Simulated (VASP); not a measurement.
# Al6Cu4HF in VASP: single point with PBEsol

Aim: the single point of Al6Cu4HF with PBEsol.

Everything below comes from runs of VASP 6.6.1. Logs are shortened: lines on timing, memory, paths and dates and some standing lists are left out, and cuts for length are marked.

## Step 1: The cell of the first run

The cell holds a slab with vacuum, 12 atoms: a = 4.828 Å, b = 4.877 Å, c = 25.325 Å, α = 90.00°, β = 90.00°, γ = 119.67°.

## Step 2: Single point, PBEsol

INCAR

```
SYSTEM = Al6Cu4HF
ALGO = Normal
DIPOL = 0.5 0.5 0.479
EDIFF = 1E-6
ENCUT = 520
GGA = PS
IDIPOL = 3
ISIF = 2
ISMEAR = 0
LASPH = .TRUE.
LCHARG = .FALSE.
LDIPOL = .TRUE.
LREAL = .FALSE.
LWAVE = .FALSE.
NBANDS = 47
NELM = 100
PREC = Accurate
SIGMA = 0.1
```

KPOINTS

```
k-points
0
G
  7 7 1
  0 0 0
```

POSCAR

```
Al6Cu4HF
1.0
    4.8278486177      0.0000000000      0.0000000000
   -2.4139243088      4.2377626288      0.0000000000
    0.0000000000      0.0000000000     25.3248846054
Al Cu F H
6 4 1 1
Direct
    0.7500000000      0.5000000000      0.3356382520
    0.2500000000      0.5000000000      0.3963343618
    0.9107326843      0.8211626705      0.4488295855
    0.5910416410      0.1814837277      0.4484756973
    0.2535884924      0.5060311463      0.5074613023
    0.7491628429      0.4969700678      0.5578614886
    0.7500000000      0.0000000000      0.3659863068
    0.2500000000      0.0000000000      0.3659863068
    0.2522614095      0.0050242392      0.5326567289
    0.7538537488      0.0050728875      0.5327100278
    0.8404534291      0.6838634842      0.6360676501
    0.9390892986      0.8885324954      0.6173121221
```

Potentials or basis: VASP PAW PBE potentials, release 64 (Al, Cu, F, H).

Started as:

```sh
> cat potpaw_PBE.64/Al/POTCAR potpaw_PBE.64/Cu/POTCAR potpaw_PBE.64/F/POTCAR potpaw_PBE.64/H/POTCAR > POTCAR
> mpirun -np 1 vasp_std > vasp.out
```

OUTCAR:

```text
SYSTEM = Al6Cu4HF
   EDIFF = 1E-6
   ENCUT = 520
   GGA = PS
   ISIF = 2
   ISMEAR = 0
   LASPH = .TRUE.
   LREAL = .FALSE.
   NELM = 100
   PREC = Accurate

 ion  position               nearest neighbor table
   1  0.750  0.500  0.336-   7 2.56   7 2.56   8 2.56   8 2.56   2 2.86   2 2.86   4 3.16   3 3.17

   2  0.250  0.500  0.396-   8 2.56   8 2.56   7 2.56   7 2.56   5 2.81   1 2.86   1 2.86   4 3.06
                             4 3.07   3 3.07   3 3.07   3 3.17   4 3.18
   3  0.911  0.821  0.449-   8 2.54   7 2.54  10 2.56   9 2.56   4 2.71   4 2.86   4 2.86   2 3.07
                             2 3.07   6 3.08   5 3.13   5 3.13   2 3.17   1 3.17   5 3.26
   4  0.591  0.181  0.448-   7 2.53   8 2.53   9 2.56  10 2.56   3 2.71   3 2.86   3 2.86   2 3.06
                             2 3.07   6 3.08   5 3.15   5 3.16   1 3.16   2 3.18   5 3.23
   5  0.254  0.506  0.507-   9 2.52  10 2.52   9 2.52  10 2.52   6 2.73   6 2.73   2 2.81   3 3.13
                             3 3.13   4 3.15   4 3.16   4 3.23   3 3.26
   6  0.749  0.497  0.558-  11 2.13  10 2.49   9 2.49   9 2.55  10 2.55   5 2.73   5 2.73   4 3.08
                             3 3.08
   7  0.750  0.000  0.366-   8 2.41   8 2.41   4 2.53   3 2.54   1 2.56   1 2.56   2 2.56   2 2.56

   8  0.250  0.000  0.366-   7 2.41   7 2.41   4 2.53   3 2.54   1 2.56   1 2.56   2 2.56   2 2.56

   9  0.252  0.005  0.533-  10 2.41  10 2.42   6 2.49   5 2.52   5 2.52   6 2.55   3 2.56   4 2.56

  10  0.754  0.005  0.533-   9 2.41   9 2.42   6 2.49   5 2.52   5 2.52   6 2.55   3 2.56   4 2.56

  11  0.840  0.684  0.636-  12 0.99   6 2.13
  12  0.939  0.889  0.617-  11 0.99

  LATTYP: Found a base centered orthorhombic cell.
 ALAT       =     4.8278486177
 B/A-ratio  =     1.7555490921
 C/A-ratio  =     5.2455838223

  Lattice vectors:

 A1 = (   2.4139243088,  -4.2377626288,   0.0000000000)
 A2 = (   2.4139243089,   4.2377626288,   0.0000000000)
 A3 = (   0.0000000000,   0.0000000000,  25.3248846054)

Analysis of symmetry for initial positions (statically):
=====================================================================
 Subroutine PRICEL returns:
 Original cell was already a primitive cell.

 Routine SETGRP: Setting up the symmetry group for a
 base centered orthorhombic supercell.

 Subroutine GETGRP returns: Found  1 space group operations
 (whereof  1 operations were pure point group operations)
 out of a pool of  8 trial point group operations.

The static configuration has the point symmetry C_1 .

Analysis of symmetry for dynamics (positions and initial velocities):
=====================================================================
 Subroutine PRICEL returns:
 Original cell was already a primitive cell.

 Routine SETGRP: Setting up the symmetry group for a
 base centered orthorhombic supercell.

 Subroutine GETGRP returns: Found  1 space group operations
 (whereof  1 operations were pure point group operations)
 out of a pool of  8 trial point group operations.

The dynamic configuration has the point symmetry C_1 .

 Subroutine INISYM returns: Found  1 space group operations
 (whereof  1 operations are pure point group operations),
 and found     1 'primitive' translations

----------------------------------------------------------------------------------------

                                     Primitive cell

  volume of cell :     518.1288

  direct lattice vectors                    reciprocal lattice vectors
     4.827848618  0.000000000  0.000000000     0.207131598  0.117986788  0.000000000
    -2.413924309  4.237762629  0.000000000     0.000000000  0.235973576  0.000000000
     0.000000000  0.000000000 25.324884605     0.000000000  0.000000000  0.039486853

  length of vectors
     4.827848618  4.877054712 25.324884605     0.238378651  0.235973576  0.039486853

  position of ions in fractional coordinates (direct lattice)
     0.750000000  0.500000000  0.335638252
     0.250000000  0.500000000  0.396334362
     0.910732684  0.821162671  0.448829586
     0.591041641  0.181483728  0.448475697
     0.253588492  0.506031146  0.507461302
     0.749162843  0.496970068  0.557861489
     0.750000000  0.000000000  0.365986307
     0.250000000  0.000000000  0.365986307
     0.252261410  0.005024239  0.532656729
     0.753853749  0.005072887  0.532710028
     0.840453429  0.683863484  0.636067650
     0.939089299  0.888532495  0.617312122

  ion indices of the primitive-cell ions
   primitive index   ion index
                 1           1
                 2           2
                 3           3
                 4           4
                 5           5
                 6           6
                 7           7
                 8           8
                 9           9
                10          10
                11          11
                12          12

----------------------------------------------------------------------------------------

 KPOINTS: k-points

Automatic generation of k-mesh.
 Grid dimensions read from file:
 generate k-points for:    7    7    1

 Generating k-lattice:

  Cartesian coordinates                     Fractional coordinates (reciprocal lattice)
     0.029590228  0.016855255  0.000000000     0.142857143  0.000000000  0.000000000
     0.000000000  0.033710511  0.000000000     0.000000000  0.142857143  0.000000000
     0.000000000  0.000000000  0.039486853     0.000000000  0.000000000  1.000000000

  Length of vectors
     0.034054093  0.033710511  0.039486853

  Shift w.r.t. Gamma in fractional coordinates (k-lattice)
     0.000000000  0.000000000  0.000000000

 Subroutine IBZKPT returns following result:
 ===========================================

 Found     25 irreducible k-points:

 Following reciprocal coordinates:
            Coordinates               Weight
  0.000000  0.000000  0.000000      1.000000
  0.142857 -0.000000  0.000000      2.000000
  0.142857 -0.142857  0.000000      2.000000
  0.285714  0.000000  0.000000      2.000000
  0.285714 -0.285714  0.000000      2.000000
  0.428571  0.000000  0.000000      2.000000
[... 16 lines left out ...]
  0.428571  0.285714  0.000000      2.000000
  0.000000  0.428571  0.000000      2.000000
   k-points           NKPTS =     25   k-points in BZ     NKDIM =     25   number of bands    NBANDS=     47
   number of dos      NEDOS =    301   number of ions     NIONS =     12
   total plane-waves  NPLWV = 248832
   dimension x,y,z NGX =    36 NGY =   36 NGZ =  192
   dimension x,y,z NGXF=    72 NGYF=   72 NGZF=  384
   ions per type =               6   4   1   1
   NGX,Y,Z   is equivalent  to a cutoff of  12.40, 12.27, 12.60 a.u.
   NGXF,Y,Z  is equivalent  to a cutoff of  24.79, 24.54, 25.21 a.u.
 SYSTEM =  Al6Cu4HF
   PREC   = accura    normal or accurate (medium, high low for compatibility)
   ISTART =      0    job   : 0-new  1-cont  2-samecut
   ICHARG =      2    charge: 1-file 2-atom 10-const
   ISPIN  =      1    spin polarized calculation?
   LNONCOLLINEAR =      F non collinear calculations
   LSORBIT =      F    spin-orbit coupling
   LASPH  =      T    aspherical Exc in radial PAW
   ENCUT  =  520.0 eV  38.22 Ry    6.18 a.u.   8.98  9.07 47.09*2*pi/ulx,y,z
   NELM   =    100;   NELMIN=  2; NELMDL= -5     # of ELM steps
   EDIFF  = 0.1E-05   stopping-criterion for ELM
   LREAL  =      F    real-space projection
   EDIFFG = 0.1E-04   stopping-criterion for IOM
   NSW    =      0    number of steps for IOM
   IBRION =     -1    ionic relax: 0-MD 1-quasi-New 2-CG
   NFREE  =      0    steps in history (QN), initial steepest desc. (CG)
   ISIF   =      2    stress and relaxation
   ISYM   =      2    0-nonsym 1-usesym 2-fastsym
   POTIM  = 0.5000    time-step for ionic-motion
   TEBEG  =    0.0;   TEEND  =   0.0 temperature during run
   PSTRESS=    0.0 pullay stress
   NELECT =      70.0000    total number of electrons
   NUPDOWN=      -1.0000    fix difference up-down
   EMIN   =  10.00;   EMAX   =-10.00  energy-range for DOS
   EFERMI =   0.00;   METHOD = LEGACY
   ISMEAR =     0;   SIGMA  =   0.10  broadening in eV -4-tet -1-fermi 0-gaus
   EFERMI_NEDOS =   21; number of points for ismear=-14 and -15
   IALGO  =     38    algorithm
   IMIX   =      4    mixing-type and parameters
     AMIX     =   0.40;   BMIX     =  1.00
     AMIX_MAG =   1.60;   BMIX_MAG =  1.00
  volume/ion in A,a.u.               =      43.18       291.38
  Fermi-wavevector in a.u.,A,eV,Ry     =   0.840030  1.587427  9.600962  0.705651
  Thomas-Fermi vector in A             =   1.954346
   LORBIT       =      0    0 simple, 1 ext, 2 COOP (PROOUT), +10 PAW based schemes
   GGA     = PS    functional components
   LHFCALC =     F    Hartree Fock is set to
   AEXX    =    0.0000 exact exchange contribution
   IVDW    =     0    specifies the selected vdW correction
   LEPSILON=     F    determine dielectric tensor
   LRPA    =     F    only Hartree local field effects (RPA)
 non-spin polarized calculation
 Gauss-broadening in eV      SIGMA  =   0.10
  energy-cutoff  :      520.00
  volume of cell :      518.13
 maximum number of plane-waves:     14001
   NGX = 17   NGY = 19   NGZ = 95

 dipolmoment           0.000000      0.000000     -0.001717 electrons x Angstroem

 number of electron      69.9999995 magnetization

 dipolmoment           0.000000      0.000000      0.010094 electrons x Angstroem

 Free energy of the ion-electron system (eV)
  ---------------------------------------------------
  ext. energy  EPLUGINS =         0.00000000
  ---------------------------------------------------
  free energy    TOTEN  =       -48.74916988 eV

  energy without entropy =      -48.72408547  energy(sigma->0) =      -48.73662768

 E-fermi :  -0.7835     XC(G=0):  -4.0743

 val. band max:       -0.7920130605   @ k =   0.1429  -0.1429   0.0000
 cond. band min:      -0.7731088254   @ k =   0.1429   0.1429   0.0000
 fundamental gap:      0.0189042351
 Fermi energy:        -0.7835337387

 k-point     1 :       0.0000    0.0000    0.0000
  band No.  band energies     occupation
      1     -27.5244      2.00000
      2     -11.0653      2.00000
      3     -10.8494      2.00000
      4      -9.4367      2.00000
      5      -8.3191      2.00000
      6      -7.4444      2.00000
[... 39 lines left out ...]
     46       3.0765      0.00000
     47       3.2732      0.00000

 k-point     2 :       0.1429   -0.0000    0.0000
  band No.  band energies     occupation
      1     -27.5242      2.00000
      2     -10.9821      2.00000
      3     -10.7637      2.00000
      4      -9.2872      2.00000
      5      -8.2918      2.00000
      6      -7.4568      2.00000
[... 39 lines left out ...]
     46       3.3372      0.00000
     47       3.5273      0.00000

 k-point     3 :       0.1429   -0.1429    0.0000
  band No.  band energies     occupation
      1     -27.5242      2.00000
      2     -10.9824      2.00000
      3     -10.7637      2.00000
      4      -9.2872      2.00000
      5      -8.2918      2.00000
      6      -7.4564      2.00000
[... 1039 lines left out ...]
     46       4.6334      0.00000
     47       4.7005      0.00000

 k-point    24 :       0.0000    0.4286    0.0000
  band No.  band energies     occupation
      1     -27.5230      2.00000
      2     -10.9645      2.00000
      3      -9.5122      2.00000
      4      -8.6694      2.00000
      5      -8.2911      2.00000
      6      -7.6577      2.00000
[... 39 lines left out ...]
     46       4.4878      0.00000
     47       4.5273      0.00000

 [... further k-points ...]

------------------------ aborting loop because EDIFF is reached ----------------------------------------

 vacuum level on the upper side and lower side of the slab       (xc-potential included)        -0.146        -0.235

  FORCE on cell =-STRESS in cart. coord.  units (eV):
  Direction    XX          YY          ZZ          XY          YZ          ZX
  --------------------------------------------------------------------------------------
  -------------------------------------------------------------------------------------
  Total       -1.5077853     -4.9327402     -0.4699369      0.0056356     -0.0239242     -0.0214225
  in kB       -4.6624301    -15.2532039     -1.4531566      0.0174266     -0.0739792     -0.0662436
  external PRESSURE =      -7.1229302 kB  Pullay stress =       0.0000000 kB

 VOLUME and BASIS-vectors are now :
 -----------------------------------------------------------------------------
  energy-cutoff  :      520.00
  volume of cell :      518.13
      direct lattice vectors                 reciprocal lattice vectors
     4.827848618  0.000000000  0.000000000     0.207131598  0.117986788  0.000000000
    -2.413924309  4.237762629  0.000000000     0.000000000  0.235973576  0.000000000
     0.000000000  0.000000000 25.324884605     0.000000000  0.000000000  0.039486853

 POSITION                                       TOTAL-FORCE (eV/Angst)
 -----------------------------------------------------------------------------------
      2.41392      2.11888      8.50000         0.000595     -0.031714      0.559541
      0.00000      2.11888     10.03712         0.000234      0.008942     -0.184265
      2.41465      3.47989     11.36656         0.000629     -0.008941      0.002783
      2.41537      0.76908     11.35760         0.000029      0.007829      0.000660
      0.00277      2.14444     12.85140         0.001266     -0.000678     -0.017635
      2.41720      2.10604     14.12778        -0.000071     -0.011325      0.000069
      3.62089      0.00000      9.26856         0.010256      0.011312     -0.206416
      1.20696      0.00000      9.26856        -0.007970      0.012030     -0.203957
      1.20575      0.02129     13.48947        -0.004874     -0.001239      0.021962
      3.62725      0.02150     13.49082         0.003757     -0.001305      0.023394
      2.40679      2.89805     16.10834        -0.000839     -0.178298      0.094433
      2.38893      3.76539     15.63336        -0.003012      0.193389     -0.090568
 -----------------------------------------------------------------------------------
    total drift:                               -0.001085     -0.001837      0.002937

  FREE ENERGIE OF THE ION-ELECTRON SYSTEM (eV)
  ---------------------------------------------------
  free  energy   TOTEN  =       -48.7491698798 eV

  energy  without entropy=      -48.7240854704  energy(sigma->0) =      -48.73662768

 vacuum level on the upper side and lower side of the slab         3.503         3.416
```

Wall time 21 min (1 thread of Intel Xeon Platinum 8488C (Sapphire Rapids), shared host); peak memory 0.86 GiB.

What came out:

| Quantity | Value |
| --- | --- |
| Free energy | -48.7492 eV |
| Largest force | 0.560 eV/Å |
| Band gap on the k mesh | zero (band 35 reaches -0.19 eV, above the bottom of band 36 at -1.32 eV) |

Forces in eV/Å, atoms in the order of the input:
```
Al   0.001 -0.032  0.560
Al   0.000  0.009 -0.184
Al   0.001 -0.009  0.003
Al   0.000  0.008  0.001
Al   0.001 -0.001 -0.018
Al   0.000 -0.011  0.000
Cu   0.010  0.011 -0.206
Cu  -0.008  0.012 -0.204
Cu  -0.005 -0.001  0.022
Cu   0.004 -0.001  0.023
F   -0.001 -0.178  0.094
H   -0.003  0.193 -0.091
```

Caveat: the PAW data sets were made with another functional, which shifts forces and pressure a little. With open d or f shells a metallic result of PBEsol can be an artefact of self-interaction; +U or a hybrid may open a gap.
